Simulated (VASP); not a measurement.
CuO (Tenorite): single point with LDA

The system is CuO (Tenorite).

```
CELL_PARAMETERS angstrom
2.31020 -1.68817 0.00000
2.31020 1.68817 0.00000
-0.83854 0.00000 4.98951
ATOMIC_POSITIONS crystal
Cu 0.50000 0.00000 0.50000
Cu 0.00000 0.50000 0.00000
O 0.41840 0.58160 0.75000
O 0.58160 0.41840 0.25000
```

This cell differs from its parent crystal: volume scaled by 0.96.

| Item | Value |
| --- | --- |
| Program | VASP 6.6.1 |
| Task | single point |
| Functional | LDA |
| Potentials or basis | VASP PAW LDA potentials, release 64 (Cu, O) |
| Cutoff | 520 eV |
| k mesh | 10 × 10 × 5 |
| Occupations | fermi-dirac, width 0.05 eV |
| Spin | no spin polarisation |

| Property | Result |
| --- | --- |
| Pressure | -1.4 GPa |
| Largest force | 0.294 eV/Å |
| Band gap on the k mesh | zero (band 17 reaches 6.23 eV, above the bottom of band 18 at 5.62 eV) |

Forces on the atoms (eV/Å):
```
Cu   0.000  0.000  0.000
Cu   0.000  0.000  0.000
O    0.000 -0.294  0.000
O    0.000  0.294  0.000
```

Stress tensor (GPa, compression positive):
```
-1.87  0.00 -0.80
 0.00  0.53  0.00
-0.80  0.00 -2.73
```

Levels at points of the mesh, in eV from the Fermi level:
```tsv
k point	band 14	band 15	band 16	band 17	band 18	band 19	band 20	band 21
(0.00, 0.00, 0.00)	-2.36	-2.29	-1.74	0.24	0.99	1.91	6.03	8.34
(0.50, 0.00, 0.00)	-1.68	-1.59	-1.49	0.00	0.25	4.75	6.43	7.10
(0.50, 0.50, 0.00)	-2.26	-1.73	-1.28	-0.68	1.12	3.15	7.15	8.49
```

Run time: 94 s on 1 thread of Intel Xeon 6975P-C, on a shared host, peak memory 0.23 GiB.

Caveat: semilocal functionals often make such compounds metallic where correlation or magnetic order opens a gap, which also shifts bond lengths.
